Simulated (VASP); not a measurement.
# Rh (Fd-3m) in VASP: notebook

Rh is run at these levels: r2SCAN; tasks: single point.

All numbers are computed with VASP 6.6.1; they aren't measurements. Logs are shortened: lines on timing, memory, paths and dates and some standing lists are left out, and cuts for length are marked.

**1. The cell of the first run**

It takes space group Fd-3m (No. 227, cubic). Conventional cell: a = 5.465 Å, b = 5.465 Å, c = 5.465 Å, α = 90.00°, β = 90.00°, γ = 90.00°. Within 3.1 Å of Rh (site symmetry -43m) lie 4 Rh at 2.37 Å.

This isn't the form of Rh at room conditions, which is fcc.

**2. Single point, r2SCAN (20.40 Å³/atom)**

File POSCAR:

```
Rh
1.0
    0.0000000000      2.7323897059      2.7323897059
    2.7323897059      0.0000000000      2.7323897059
    2.7323897059      2.7323897059      0.0000000000
Rh
2
Direct
    0.1250000000      0.1250000000      0.1250000000
    0.8750000000      0.8750000000      0.8750000000
```

File INCAR.step1:

```
PREC = Accurate
ENCUT = 520
ISMEAR = -1
SIGMA = 0.1
LREAL = F
LASPH = T
NELM = 80
NBANDS = 22
GGA = PE
ALGO = Normal
EDIFF = 1E-4
LWAVE = T
LCHARG = F
```

File INCAR.step2:

```
PREC = Accurate
ENCUT = 520
EDIFF = 1E-6
ISMEAR = -1
SIGMA = 0.1
LREAL = F
LASPH = T
NELM = 80
ALGO = Normal
ISIF = 2
LWAVE = F
LCHARG = F
METAGGA = R2SCAN
LMIXTAU = T
NBANDS = 22
ISTART = 1
```

File KPOINTS:

```
regular mesh
0
Gamma
  11 11 11
```

Potentials or basis: VASP PAW PBE potentials, release 64 (Rh_pv).

Run with:

```bash
$ cat potpaw_PBE.64/Rh_pv/POTCAR > POTCAR
$ cp INCAR.step1 INCAR
$ mpirun -np 1 vasp_std > vasp.out
$ cp INCAR.step2 INCAR
$ mpirun -np 1 vasp_std > vasp.out
```

OUTCAR:

```text
PREC = Accurate
   ENCUT = 520
   EDIFF = 1E-6
   ISMEAR = -1
   LREAL = F
   LASPH = T
   NELM = 80
   ISIF = 2
   METAGGA = R2SCAN
   ISTART = 1

 ion  position               nearest neighbor table
   1  0.125  0.125  0.125-   2 2.37   2 2.37   2 2.37   2 2.37
   2  0.875  0.875  0.875-   1 2.37   1 2.37   1 2.37   1 2.37

  LATTYP: Found a face centered cubic cell.
 ALAT       =     5.4647794118

  Lattice vectors:

 A1 = (   0.0000000000,   2.7323897059,   2.7323897059)
 A2 = (   2.7323897059,   0.0000000000,   2.7323897059)
 A3 = (   2.7323897059,   2.7323897059,   0.0000000000)

Analysis of symmetry for initial positions (statically):
=====================================================================
 Subroutine PRICEL returns:
 Original cell was already a primitive cell.

 Routine SETGRP: Setting up the symmetry group for a
 face centered cubic supercell.

 Subroutine GETGRP returns: Found 48 space group operations
 (whereof 12 operations were pure point group operations)
 out of a pool of 48 trial point group operations.

The static configuration has the point symmetry D_3d.
 The point group associated with its full space group is O_h .

Analysis of symmetry for dynamics (positions and initial velocities):
=====================================================================
 Subroutine PRICEL returns:
 Original cell was already a primitive cell.

 Routine SETGRP: Setting up the symmetry group for a
 face centered cubic supercell.

 Subroutine GETGRP returns: Found 48 space group operations
 (whereof 12 operations were pure point group operations)
 out of a pool of 48 trial point group operations.

The dynamic configuration has the point symmetry D_3d.
 The point group associated with its full space group is O_h .

 Subroutine INISYM returns: Found 48 space group operations
 (whereof 12 operations are pure point group operations),
 and found     1 'primitive' translations

----------------------------------------------------------------------------------------

                                     Primitive cell

  volume of cell :      40.7998

  direct lattice vectors                    reciprocal lattice vectors
     0.000000000  2.732389706  2.732389706    -0.182990003  0.182990003  0.182990003
     2.732389706  0.000000000  2.732389706     0.182990003 -0.182990003  0.182990003
     2.732389706  2.732389706  0.000000000     0.182990003  0.182990003 -0.182990003

  length of vectors
     3.864182580  3.864182580  3.864182580     0.316947982  0.316947982  0.316947982

  position of ions in fractional coordinates (direct lattice)
     0.125000000  0.125000000  0.125000000
     0.875000000  0.875000000  0.875000000

  ion indices of the primitive-cell ions
   primitive index   ion index
                 1           1
                 2           2

----------------------------------------------------------------------------------------

 KPOINTS: regular mesh

Automatic generation of k-mesh.
 Grid dimensions read from file:
 generate k-points for:   11   11   11

 Generating k-lattice:

  Cartesian coordinates                     Fractional coordinates (reciprocal lattice)
    -0.016635455  0.016635455  0.016635455     0.090909091  0.000000000  0.000000000
     0.016635455 -0.016635455  0.016635455     0.000000000  0.090909091  0.000000000
     0.016635455  0.016635455 -0.016635455     0.000000000  0.000000000  0.090909091

  Length of vectors
     0.028813453  0.028813453  0.028813453

  Shift w.r.t. Gamma in fractional coordinates (k-lattice)
     0.000000000  0.000000000  0.000000000

 Subroutine IBZKPT returns following result:
 ===========================================

 Found     56 irreducible k-points:

 Following reciprocal coordinates:
            Coordinates               Weight
  0.000000  0.000000  0.000000      1.000000
  0.090909  0.000000  0.000000      8.000000
  0.181818  0.000000  0.000000      8.000000
  0.272727  0.000000  0.000000      8.000000
  0.363636  0.000000  0.000000      8.000000
  0.454545  0.000000  0.000000      8.000000
[... 16 lines left out ...]
 -0.272727  0.181818  0.000000     24.000000
 -0.181818  0.181818  0.000000     12.000000
 [... further k-points ...]
   k-points           NKPTS =     56   k-points in BZ     NKDIM =     56   number of bands    NBANDS=     22
   number of dos      NEDOS =    301   number of ions     NIONS =      2
   total plane-waves  NPLWV =  27000
   dimension x,y,z NGX =    30 NGY =   30 NGZ =   30
   dimension x,y,z NGXF=    60 NGYF=   60 NGZF=   60
   ions per type =               2
   NGX,Y,Z   is equivalent  to a cutoff of  12.91, 12.91, 12.91 a.u.
   NGXF,Y,Z  is equivalent  to a cutoff of  25.81, 25.81, 25.81 a.u.
 SYSTEM =  unknown system
   PREC   = accura    normal or accurate (medium, high low for compatibility)
   ISTART =      1    job   : 0-new  1-cont  2-samecut
   ICHARG =      0    charge: 1-file 2-atom 10-const
   ISPIN  =      1    spin polarized calculation?
   LNONCOLLINEAR =      F non collinear calculations
   LSORBIT =      F    spin-orbit coupling
   LASPH  =      T    aspherical Exc in radial PAW
   ENCUT  =  520.0 eV  38.22 Ry    6.18 a.u.   7.18  7.18  7.18*2*pi/ulx,y,z
   NELM   =     80;   NELMIN=  2; NELMDL=  0     # of ELM steps
   EDIFF  = 0.1E-05   stopping-criterion for ELM
   LREAL  =      F    real-space projection
   EDIFFG = 0.1E-04   stopping-criterion for IOM
   NSW    =      0    number of steps for IOM
   IBRION =     -1    ionic relax: 0-MD 1-quasi-New 2-CG
   NFREE  =      0    steps in history (QN), initial steepest desc. (CG)
   ISIF   =      2    stress and relaxation
   ISYM   =      2    0-nonsym 1-usesym 2-fastsym
   POTIM  = 0.5000    time-step for ionic-motion
   TEBEG  =    0.0;   TEEND  =   0.0 temperature during run
   PSTRESS=    0.0 pullay stress
   NELECT =      30.0000    total number of electrons
   NUPDOWN=      -1.0000    fix difference up-down
   EMIN   =  10.00;   EMAX   =-10.00  energy-range for DOS
   EFERMI =   0.00;   METHOD = LEGACY
   ISMEAR =    -1;   SIGMA  =   0.10  broadening in eV -4-tet -1-fermi 0-gaus
   EFERMI_NEDOS =   21; number of points for ismear=-14 and -15
   IALGO  =     38    algorithm
   IMIX   =      4    mixing-type and parameters
     AMIX     =   0.40;   BMIX     =  1.00
     AMIX_MAG =   1.60;   BMIX_MAG =  1.00
  volume/ion in A,a.u.               =      20.40       137.67
  Fermi-wavevector in a.u.,A,eV,Ry     =   1.477619  2.792296 29.706407  2.183359
  Thomas-Fermi vector in A             =   2.592001
   LORBIT       =      0    0 simple, 1 ext, 2 COOP (PROOUT), +10 PAW based schemes
   METAGGA = R2SCAN    functional components
   LHFCALC =     F    Hartree Fock is set to
   AEXX    =    0.0000 exact exchange contribution
   IVDW    =     0    specifies the selected vdW correction
   LEPSILON=     F    determine dielectric tensor
   LRPA    =     F    only Hartree local field effects (RPA)
 non-spin polarized calculation
  energy-cutoff  :      520.00
  volume of cell :       40.80
 maximum number of plane-waves:      1115
 NGX is ok and might be reduce to    30
   NGX = 15   NGY = 15   NGZ = 15

 number of electron      30.0000001 magnetization

 Free energy of the ion-electron system (eV)
  ---------------------------------------------------
  ext. energy  EPLUGINS =         0.00000000
  ---------------------------------------------------
  free energy    TOTEN  =       -46.09665873 eV

  energy without entropy =      -45.99560174  energy(sigma->0) =      -46.04613024

 E-fermi :   6.5961     XC(G=0): -12.0055

 val. band max:        6.5911601754   @ k =   0.4545   0.0909   0.0000
 cond. band min:       6.6231272149   @ k =   0.2727   0.0909   0.0000
 fundamental gap:      0.0319670394
 Fermi energy:         6.5961221892

 k-point     1 :       0.0000    0.0000    0.0000
  band No.  band energies     occupation
      1     -42.1010      2.00000
      2     -42.1010      2.00000
      3     -42.1010      2.00000
      4     -41.3928      2.00000
      5     -41.3928      2.00000
      6     -41.3928      2.00000
[... 14 lines left out ...]
     21      19.9398      0.00000
     22      20.2359      0.00000

 k-point     2 :       0.0909    0.0000    0.0000
  band No.  band energies     occupation
      1     -42.1074      2.00000
      2     -42.1074      2.00000
      3     -42.0991      2.00000
      4     -41.3953      2.00000
      5     -41.3862      2.00000
      6     -41.3862      2.00000
[... 14 lines left out ...]
     21      19.3607      0.00000
     22      20.7435      0.00000

 k-point     3 :       0.1818    0.0000    0.0000
  band No.  band energies     occupation
      1     -42.1239      2.00000
      2     -42.1239      2.00000
      3     -42.0941      2.00000
      4     -41.4020      2.00000
      5     -41.3691      2.00000
      6     -41.3691      2.00000
[... 14 lines left out ...]
     21      18.5638      0.00000
     22      21.2350      0.00000

 k-point     4 :       0.2727    0.0000    0.0000
  band No.  band energies     occupation
      1     -42.1446      2.00000
      2     -42.1445      2.00000
      3     -42.0877      2.00000
      4     -41.4107      2.00000
      5     -41.3477      2.00000
      6     -41.3477      2.00000
[... 14 lines left out ...]
     21      17.9913      0.00000
     22      21.0596      0.00000

 k-point     5 :       0.3636    0.0000    0.0000
  band No.  band energies     occupation
      1     -42.1625      2.00000
      2     -42.1625      2.00000
      3     -42.0818      2.00000
      4     -41.4184      2.00000
      5     -41.3290      2.00000
      6     -41.3290      2.00000
[... 417 lines left out ...]
 k-point    22 :      -0.3636    0.1818    0.0000
  band No.  band energies     occupation
      1     -42.2313      2.00000
      2     -42.1831      2.00000
      3     -41.9852      2.00000
      4     -41.5143      2.00000
      5     -41.3076      2.00000
      6     -41.2623      2.00000
[... 14 lines left out ...]
     21      17.7401      0.00000
     22      22.1143      0.00000

 k-point    23 :      -0.2727    0.1818    0.0000
  band No.  band energies     occupation
      1     -42.2167      2.00000
      2     -42.1643      2.00000
      3     -42.0115      2.00000
      4     -41.4872      2.00000
      5     -41.3272      2.00000
      6     -41.2767      2.00000
[... 14 lines left out ...]
     21      17.9690      0.00000
     22      21.6478      0.00000

 k-point    24 :      -0.1818    0.1818    0.0000
  band No.  band energies     occupation
      1     -42.1893      2.00000
      2     -42.1438      2.00000
      3     -42.0440      2.00000
      4     -41.4538      2.00000
      5     -41.3484      2.00000
      6     -41.3037      2.00000
[... 14 lines left out ...]
     21      18.2731      0.00000
     22      21.0797      0.00000

 [... further k-points ...]

------------------------ aborting loop because EDIFF is reached ----------------------------------------

  FORCE on cell =-STRESS in cart. coord.  units (eV):
  Direction    XX          YY          ZZ          XY          YZ          ZX
  --------------------------------------------------------------------------------------
  -------------------------------------------------------------------------------------
  Total        0.1238299      0.1238299      0.1238299      0.0000000      0.0000000     -0.0000000
  in kB        4.8627092      4.8627092      4.8627092      0.0000000      0.0000000     -0.0000000
  external PRESSURE =       4.8627092 kB  Pullay stress =       0.0000000 kB

 VOLUME and BASIS-vectors are now :
 -----------------------------------------------------------------------------
  energy-cutoff  :      520.00
  volume of cell :       40.80
      direct lattice vectors                 reciprocal lattice vectors
     0.000000000  2.732389706  2.732389706    -0.182990003  0.182990003  0.182990003
     2.732389706  0.000000000  2.732389706     0.182990003 -0.182990003  0.182990003
     2.732389706  2.732389706  0.000000000     0.182990003  0.182990003 -0.182990003

 POSITION                                       TOTAL-FORCE (eV/Angst)
 -----------------------------------------------------------------------------------
      0.68310      0.68310      0.68310        -0.000000     -0.000000      0.000000
      4.78168      4.78168      4.78168         0.000000      0.000000     -0.000000
 -----------------------------------------------------------------------------------
    total drift:                               -0.000000      0.000000      0.000000

  FREE ENERGIE OF THE ION-ELECTRON SYSTEM (eV)
  ---------------------------------------------------
  free  energy   TOTEN  =       -46.0966587341 eV

  energy  without entropy=      -45.9956017416  energy(sigma->0) =      -46.04613024
```

Wall time 3.3 min (1 thread of Intel Xeon Platinum 8259CL at 2.50GHz (Skylake/Cascade Lake), shared host); peak memory 0.19 GiB.

Results:

| Quantity | Value |
| --- | --- |
| Free energy | -46.0967 eV |
| Pressure | 0.5 GPa |
| Band gap on the k mesh | zero (bands 15 and 16 overlap by 1.26 eV) |

Caveat: the PAW data sets were made with another functional, which shifts forces and pressure a little.

**3. Single point, r2SCAN (21.22 Å³/atom)**

This run uses another cell than the first one, of 21.22 Å³/atom.

File POSCAR:

```
Rh
1.0
    0.0000000000      2.7683463254      2.7683463254
    2.7683463254      0.0000000000      2.7683463254
    2.7683463254      2.7683463254      0.0000000000
Rh
2
Direct
    0.1250000000      0.1250000000      0.1250000000
    0.8750000000      0.8750000000      0.8750000000
```

File INCAR.step1:

```
SYSTEM = Rh
  ALGO = Normal
  EDIFF = 1E-4
  ENCUT = 520
  GGA = PE
  ISMEAR = -1
  LASPH = .True.
  LCHARG = .False.
  LREAL = .False.
  LWAVE = .True.
  NBANDS = 22
  NELM = 80
  PREC = Accurate
  SIGMA = 0.1
```

File INCAR.step2:

```
SYSTEM = Rh
  ALGO = Normal
  EDIFF = 1E-7
  ENCUT = 520
  ISIF = 2
  ISMEAR = -1
  ISTART = 1
  LASPH = .True.
  LCHARG = .False.
  LMIXTAU = .True.
  LREAL = .False.
  LWAVE = .False.
  METAGGA = R2SCAN
  NBANDS = 22
  NELM = 80
  PREC = Accurate
  SIGMA = 0.1
```

File KPOINTS:

```
k-points
0
Gamma
  11 11 11
  0 0 0
```

Potentials or basis: VASP PAW PBE potentials, release 64 (Rh_pv).

Run with:

```bash
$ cat potpaw_PBE.64/Rh_pv/POTCAR > POTCAR
$ cp INCAR.step1 INCAR
$ mpirun -np 1 vasp_std > vasp.out
$ cp INCAR.step2 INCAR
$ mpirun -np 1 vasp_std > vasp.out
```

It took 3.3 min on 1 thread of Intel Xeon Platinum 8259CL at 2.50GHz (Skylake/Cascade Lake), shared host; peak memory 0.19 GiB.

It converged, with:

```
Free energy            : -46.0749 eV
Pressure               : -4.7 GPa
Band gap on the k mesh : zero (bands 15 and 16 overlap by 1.19 eV)
```

Levels at points of the mesh, in eV from the Fermi level:
```csv
k point,band 13,band 14,band 15,band 16,band 17,band 18
"(0.00, 0.00, 0.00)",-1.43,-1.43,-1.43,0.31,0.31,13.07
```

Caveat: the cell stands under tension; the PAW data sets were made with another functional, which shifts forces and pressure a little.

**4. Single point, r2SCAN (22.03 Å³/atom)**

This run uses another cell than the first one, of 22.03 Å³/atom.

File POSCAR:

```
Rh
1.0
    0.0000000000      2.8033924044      2.8033924044
    2.8033924044      0.0000000000      2.8033924044
    2.8033924044      2.8033924044      0.0000000000
Rh
2
Direct
    0.1250000000      0.1250000000      0.1250000000
    0.8750000000      0.8750000000      0.8750000000
```

File INCAR.step1:

```
PREC = Accurate
ENCUT = 520
ISMEAR = -1
SIGMA = 0.1
LREAL = False
LASPH = True
NELM = 80
NBANDS = 22
GGA = PE
ALGO = Normal
EDIFF = 1E-4
LWAVE = True
LCHARG = False
```

File INCAR.step2:

```
PREC = Accurate
ENCUT = 520
EDIFF = 1E-6
ISMEAR = -1
SIGMA = 0.1
LREAL = False
LASPH = True
NELM = 80
ALGO = Normal
ISIF = 2
LWAVE = False
LCHARG = False
METAGGA = R2SCAN
LMIXTAU = True
NBANDS = 22
ISTART = 1
```

File KPOINTS:

```
Automatic mesh
0
Gamma
  11 11 11
```

Run with:

```bash
$ cat potpaw_PBE.64/Rh_pv/POTCAR > POTCAR
$ cp INCAR.step1 INCAR
$ mpirun -np 1 vasp_std > vasp.out
$ cp INCAR.step2 INCAR
$ mpirun -np 1 vasp_std > vasp.out
```

It took 3 min on 1 thread of Intel Xeon Platinum 8259CL at 2.50GHz (Skylake/Cascade Lake), shared host; peak memory 0.19 GiB.

It converged, with:

| Item | Value |
| --- | --- |
| Free energy | -46.0066 eV |
| Pressure | -8.7 GPa |
| Band gap on the k mesh | zero (bands 15 and 16 overlap by 1.13 eV) |

Levels at points of the mesh, in eV from the Fermi level:
```
           k point  band 13  band 14  band 15  band 16  band 17  band 18
(0.00, 0.00, 0.00)    -1.36    -1.36    -1.36     0.27     0.27    12.86
```

Caveat: the cell stands under tension; the PAW data sets were made with another functional, which shifts forces and pressure a little.

(Part 1 of 2 ends here.)
